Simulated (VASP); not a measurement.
# TbSi3W2 (P-3m1) in VASP: relaxation of cell and atoms with PBE

Aim: the relaxation of cell and atoms of TbSi3W2 with PBE.

Program: VASP 6.6.1. These are calculated values, not measurements. Logs are shortened: lines on timing, memory, paths and dates and some standing lists are left out, and cuts for length are marked.

## Step 1: The cell of the first run

It takes space group P-3m1 (No. 164, trigonal). The conventional cell has a = 4.257 Å, b = 4.257 Å, c = 6.744 Å, α = 90.00°, β = 90.00°, γ = 120.00°. Within 3.9 Å of Tb (site symmetry -3m) lie 8 Si at 2.96 to 3.37 Å and 6 W at 3.55 Å. Si (site symmetry 3m) has 4 W at 2.53 to 2.62 Å and 3 Tb at 2.96 Å and 3 Si at 3.00 Å within 3.3 Å. Si (site symmetry -3m) has 6 W at 2.59 Å and 6 Si at 3.00 Å and 2 Tb at 3.37 Å within 3.4 Å. Within 3.3 Å of W (site symmetry 3m) lie 7 Si at 2.53 to 2.62 Å and 3 W at 2.95 Å.

The cell was generated, and may not be a known phase.

## Step 2: Relaxation of cell and atoms, PBE

Contents of INCAR:

```
PREC = Accurate
ENCUT = 500
EDIFF = 1E-7
ISMEAR = 0
SIGMA = 0.1
LREAL = F
LASPH = T
NELM = 200
ALGO = Normal
ISIF = 3
LWAVE = F
LCHARG = F
GGA = PE
IBRION = 2
NSW = 100
EDIFFG = -0.01
GGA_COMPAT = F
NELMIN = 4
LMAXMIX = 6
```

Contents of KPOINTS:

```
Automatic mesh
0
Gamma
  12 12 6
```

Contents of POSCAR:

```
TbSi3W2
1.0
    4.2568858741      0.0000000000      0.0000000000
   -2.1284429371      3.6865713080      0.0000000000
    0.0000000000      0.0000000000      6.7443125863
Tb Si W
1 3 2
Direct
    0.0000000000      0.0000000000      0.5000000000
    0.3333333333      0.6666666667      0.2544186506
    0.6666666667      0.3333333333      0.7455813494
    0.0000000000      0.0000000000      0.0000000000
    0.3333333333      0.6666666667      0.8796460638
    0.6666666667      0.3333333333      0.1203539362
```

Potentials or basis: VASP PAW PBE potentials, release 64 (Tb_3, Si, W_sv), 4f in core.

Launch:

```bash
cat potpaw_PBE.64/Tb_3/POTCAR potpaw_PBE.64/Si/POTCAR potpaw_PBE.64/W_sv/POTCAR > POTCAR
mpirun -np 1 vasp_std > vasp.out
```

OUTCAR:

```text
PREC = Accurate
   ENCUT = 500
   EDIFF = 1E-7
   ISMEAR = 0
   LREAL = F
   LASPH = T
   NELM = 200
   ISIF = 3
   GGA = PE
   IBRION = 2
   NSW = 100
   EDIFFG = -0.01
   NELMIN = 4

 ion  position               nearest neighbor table
   1  0.000  0.000  0.500-   2 2.96   3 2.96   3 2.96   2 2.96   3 2.96   2 2.96   4 3.37   4 3.37
                             6 3.55   5 3.55   6 3.55   5 3.55   5 3.55   6 3.55
   2  0.333  0.667  0.254-   5 2.53   6 2.62   6 2.62   6 2.62   1 2.96   1 2.96   1 2.96   4 3.00
                             4 3.00   4 3.00
   3  0.667  0.333  0.746-   6 2.53   5 2.62   5 2.62   5 2.62   1 2.96   1 2.96   1 2.96   4 3.00
                             4 3.00   4 3.00
   4  0.000  0.000  0.000-   5 2.59   6 2.59   6 2.59   5 2.59   6 2.59   5 2.59   2 3.00   3 3.00
                             2 3.00   3 3.00   3 3.00   2 3.00   1 3.37   1 3.37
   5  0.333  0.667  0.880-   2 2.53   4 2.59   4 2.59   4 2.59   3 2.62   3 2.62   3 2.62   6 2.95
                             6 2.95   6 2.95   1 3.55   1 3.55   1 3.55
   6  0.667  0.333  0.120-   3 2.53   4 2.59   4 2.59   4 2.59   2 2.62   2 2.62   2 2.62   5 2.95
                             5 2.95   5 2.95   1 3.55   1 3.55   1 3.55

  LATTYP: Found a hexagonal cell.
 ALAT       =     4.2568858741
 C/A-ratio  =     1.5843301385

  Lattice vectors:

 A1 = (   4.2568858741,   0.0000000000,   0.0000000000)
 A2 = (  -2.1284429371,   3.6865713080,   0.0000000000)
 A3 = (   0.0000000000,   0.0000000000,   6.7443125863)

Analysis of symmetry for initial positions (statically):
=====================================================================
 Subroutine PRICEL returns:
 Original cell was already a primitive cell.

 Routine SETGRP: Setting up the symmetry group for a
 hexagonal supercell.

 Subroutine GETGRP returns: Found 12 space group operations
 (whereof 12 operations were pure point group operations)
 out of a pool of 24 trial point group operations.

The static configuration has the point symmetry D_3d.

Analysis of symmetry for dynamics (positions and initial velocities):
=====================================================================
 Subroutine PRICEL returns:
 Original cell was already a primitive cell.

 Routine SETGRP: Setting up the symmetry group for a
 hexagonal supercell.

 Subroutine GETGRP returns: Found 12 space group operations
 (whereof 12 operations were pure point group operations)
 out of a pool of 24 trial point group operations.

The dynamic configuration has the point symmetry D_3d.

[... 110 lines left out ...]
   IBRION =      2    ionic relax: 0-MD 1-quasi-New 2-CG
   NFREE  =      1    steps in history (QN), initial steepest desc. (CG)
   ISIF   =      3    stress and relaxation
   ISYM   =      2    0-nonsym 1-usesym 2-fastsym
   POTIM  = 0.5000    time-step for ionic-motion
   TEBEG  =    0.0;   TEEND  =   0.0 temperature during run
   PSTRESS=    0.0 pullay stress
   NELECT =      49.0000    total number of electrons
   NUPDOWN=      -1.0000    fix difference up-down
   EMIN   =  10.00;   EMAX   =-10.00  energy-range for DOS
   EFERMI =   0.00;   METHOD = LEGACY
   ISMEAR =     0;   SIGMA  =   0.10  broadening in eV -4-tet -1-fermi 0-gaus
   EFERMI_NEDOS =   21; number of points for ismear=-14 and -15
   IALGO  =     38    algorithm
   IMIX   =      4    mixing-type and parameters
     AMIX     =   0.40;   BMIX     =  1.00
     AMIX_MAG =   1.60;   BMIX_MAG =  1.00
  volume/ion in A,a.u.               =      17.64       119.04
  Fermi-wavevector in a.u.,A,eV,Ry     =   1.266454  2.393251 21.822462  1.603906
  Thomas-Fermi vector in A             =   2.399654
   LORBIT       =      0    0 simple, 1 ext, 2 COOP (PROOUT), +10 PAW based schemes
   GGA     = PE    functional components
   LHFCALC =     F    Hartree Fock is set to
   AEXX    =    0.0000 exact exchange contribution
   IVDW    =     0    specifies the selected vdW correction
   LEPSILON=     F    determine dielectric tensor
   LRPA    =     F    only Hartree local field effects (RPA)
 conjugate gradient relaxation of ions
 non-spin polarized calculation
 Gauss-broadening in eV      SIGMA  =   0.10
  energy-cutoff  :      500.00
  volume of cell :      105.84
 maximum number of plane-waves:      2712
 NGX is ok and might be reduce to    32
   NGX = 15   NGY = 15   NGZ = 25

--------------------------------------- Ionic step        1  -------------------------------------------

 number of electron      49.0000000 magnetization

 Free energy of the ion-electron system (eV)
  ---------------------------------------------------
  ext. energy  EPLUGINS =         0.00000000
  ---------------------------------------------------
  free energy    TOTEN  =       -48.03275421 eV

  energy without entropy =      -48.01838614  energy(sigma->0) =      -48.02557018

------------------------ aborting loop because EDIFF is reached ----------------------------------------

  FORCE on cell =-STRESS in cart. coord.  units (eV):
  Direction    XX          YY          ZZ          XY          YZ          ZX
  --------------------------------------------------------------------------------------
  -------------------------------------------------------------------------------------
  Total       -0.1596783     -0.1596783      0.1677962      0.0000000      0.0000000     -0.0000000
  in kB       -2.4171528     -2.4171528      2.5400386      0.0000000      0.0000000     -0.0000000
  external PRESSURE =      -0.7647557 kB  Pullay stress =       0.0000000 kB
[... 147 lines left out ...]
--------------------------------------- Ionic step        5  -------------------------------------------

 number of electron      49.0000000 magnetization

 Free energy of the ion-electron system (eV)
  ---------------------------------------------------
  ext. energy  EPLUGINS =         0.00000000
  ---------------------------------------------------
  free energy    TOTEN  =       -48.03361643 eV

  energy without entropy =      -48.01922052  energy(sigma->0) =      -48.02641847

 E-fermi :   7.9736     XC(G=0): -11.5343

 val. band max:        7.9638332390   @ k =   0.2500   0.0000   0.3333
 cond. band min:       7.9798404212   @ k =   0.1667   0.0000   0.0000
 fundamental gap:      0.0160071822
 Fermi energy:         7.9736013875

 k-point     1 :       0.0000    0.0000    0.0000
  band No.  band energies     occupation
      1     -65.5302      2.00000
      2     -65.4951      2.00000
      3     -29.8771      2.00000
      4     -29.8771      2.00000
      5     -29.8600      2.00000
      6     -29.7008      2.00000
[... 757 lines left out ...]
     28       9.9970      0.00000
     29      10.1472      0.00000

 [... further k-points ...]
[... 5 lines left out ...]
  --------------------------------------------------------------------------------------
  -------------------------------------------------------------------------------------
  Total       -0.0206646     -0.0206646     -0.0238783      0.0000000      0.0000000     -0.0000000
  in kB       -0.3133008     -0.3133008     -0.3620243      0.0000000      0.0000000     -0.0000000
  external PRESSURE =      -0.3295420 kB  Pullay stress =       0.0000000 kB
[... 21 lines left out ...]
  FREE ENERGIE OF THE ION-ELECTRON SYSTEM (eV)
  ---------------------------------------------------
  free  energy   TOTEN  =       -48.0336164252 eV

  energy  without entropy=      -48.0192205217  energy(sigma->0) =      -48.02641847

 reached required accuracy - stopping structural energy minimisation
```

OSZICAR:

```text
N       E                     dE             d eps       ncg     rms          rms(c)
DAV:   1     0.419204070119E+03    0.41920E+03   -0.25641E+04  6392   0.159E+03
DAV:   2    -0.188768786428E+02   -0.43808E+03   -0.42827E+03  6062   0.466E+02
[... 42 lines left out ...]
DAV:   2    -0.480337100345E+02   -0.91415E-03   -0.14541E-02  5888   0.877E-01    0.653E-02
DAV:   3    -0.480336357561E+02    0.74278E-04   -0.36676E-04  7376   0.134E-01    0.343E-02
DAV:   4    -0.480336159601E+02    0.19796E-04   -0.60587E-05  7120   0.480E-02    0.963E-03
DAV:   5    -0.480336158578E+02    0.10229E-06   -0.84542E-06  7407   0.191E-02    0.774E-03
DAV:   6    -0.480336160403E+02   -0.18252E-06   -0.55336E-07  6204   0.523E-03    0.508E-03
DAV:   7    -0.480336163436E+02   -0.30335E-06   -0.10521E-07  4090   0.252E-03    0.148E-03
DAV:   8    -0.480336164252E+02   -0.81522E-07   -0.56758E-08  3870   0.173E-03
   5 F= -.48033616E+02 E0= -.48026418E+02  d E =-.288885E-03
```

CONTCAR:

```text
TbSi3W2
   1.00000000000000
     4.2541152942213110    0.0000000000000377   -0.0000000000000000
    -2.1270576471605898    3.6841719154417869    0.0000000000000000
    -0.0000000000000000    0.0000000000000000    6.7426075326192230
  Tb              Si              W
     1     3     2
Direct
     0.0000000000000000    1.0000000000000000    0.5000000000000000
     0.3333333332999970    0.6666666667000030    0.2539195631309886
     0.6666666667000030    0.3333333332999970    0.7460804368690115
     0.0000000000000000    1.0000000000000000    0.0000000000000000
     0.3333333332999970    0.6666666667000030    0.8783272797814557
     0.6666666667000030    0.3333333332999970    0.1216727202185442

  0.00000000E+00  0.00000000E+00  0.00000000E+00
  0.00000000E+00  0.00000000E+00  0.00000000E+00
  0.00000000E+00  0.00000000E+00  0.00000000E+00
  0.00000000E+00  0.00000000E+00  0.00000000E+00
  0.00000000E+00  0.00000000E+00  0.00000000E+00
  0.00000000E+00  0.00000000E+00  0.00000000E+00
```

It took 6.7 min on 1 thread of Intel Xeon 6975P-C (Granite Rapids), shared host; peak memory 0.41 GiB.

Results:

* Free energy: -48.0336 eV
* Relaxed volume: 17.61 Å³/atom
* Relaxed cell: a = 4.254 Å, b = 4.254 Å, c = 6.743 Å, α = 90.00°, β = 90.00°, γ = 120.00°
* Space group after relaxing (to 0.1 Å): P-3m1 (No. 164)
* Energy gained by relaxing: 0.1 meV/atom
* Ionic steps: 5
* Pressure after relaxing: 0.0 GPa
* Largest force after relaxing: 0.004 eV/Å
* Band gap on the k mesh: zero (an odd number of electrons rules out a gap without spin polarisation)

Forces on the atoms (eV/Å):
```
Tb   0.000  0.000  0.000
Si   0.000  0.000 -0.004
Si   0.000  0.000  0.004
Si   0.000  0.000  0.000
W    0.000  0.000  0.003
W    0.000  0.000 -0.003
```

Step by step:
```
step  energy change (eV)  largest force (eV/Å)  pressure (GPa)  volume (Å³)
   1              0.0000                0.0900           -0.08       105.84
   2             -0.0005                0.0325            0.02       105.71
   3             -0.0006                0.0255            0.00       105.74
   4             -0.0007                0.0185           -0.01       105.72
   5             -0.0009                0.0038           -0.03       105.68
```

Final structure:
```yaml
crystal:
  lattice:
    - [4.25412, 0.00000, 0.00000]
    - [-2.12706, 3.68417, 0.00000]
    - [0.00000, 0.00000, 6.74261]
  atoms:
    - { symbol: Tb, position: [0.00000, 0.00000, 0.50000] }
    - { symbol: Si, position: [0.33333, 0.66667, 0.25392] }
    - { symbol: Si, position: [0.66667, 0.33333, 0.74608] }
    - { symbol: Si, position: [0.00000, 0.00000, 0.00000] }
    - { symbol: W, position: [0.33333, 0.66667, 0.87833] }
    - { symbol: W, position: [0.66667, 0.33333, 0.12167] }
```

Caveat: spin-orbit coupling is left out, which moves the levels of the heavy elements; the 4f electrons are frozen in the core, so they carry no moment and show no levels; an odd number of electrons without spin polarisation forces a metal; a magnetic or distorted state may lie lower. Spin polarisation is off, so any magnetic state and its effect on volume and gap are missing.
